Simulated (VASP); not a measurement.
KSn4O, 6 atoms in the cell. It takes space group P6/mmm (No. 191, hexagonal). The conventional cell has a = 4.226 Å, b = 4.226 Å, c = 9.270 Å, α = 90.00°, β = 90.00°, γ = 120.00°. Within 4.6 Å of K (site symmetry 6/mmm) lie 12 Sn at 3.47 Å and 6 K at 4.23 Å. Sn (site symmetry 3m) has 3 Sn at 2.44 Å within 3.2 Å. Within 4.3 Å of O (site symmetry 6/mmm) lie 12 Sn at 3.26 Å and 6 O at 4.23 Å. 

- Program: VASP 6.6.1
- Task: single point
- Functional: PBE
- Potentials or basis: VASP PAW PBE potentials, release 64 (K_sv, Sn_d, O)
- Cutoff: 520 eV
- k mesh: 6 × 6 × 2
- Occupations: gaussian, width 0.1 eV
- Spin: no spin polarisation
- Dipole correction: no
- Further INCAR settings: ALGO = Normal; EDIFF = 1e-06; NBANDS = 44

Potentials or basis: VASP PAW PBE potentials, release 64 (K_sv, Sn_d, O).

Launch:

```bash
$ cat potpaw_PBE.64/K_sv/POTCAR potpaw_PBE.64/Sn_d/POTCAR potpaw_PBE.64/O/POTCAR > POTCAR
$ mpirun -np 1 vasp_std > vasp.out
```

Hardware: 1 thread of Oxide Virtual Turin-like Processor, on a shared host.

Question: Estimate the wall time of this run.

Answer: It took 2.5 min on 1 thread of Oxide Virtual Turin-like Processor (shared host), peak memory 0.25 GiB. Counts: scf iterations 16, k points 14.
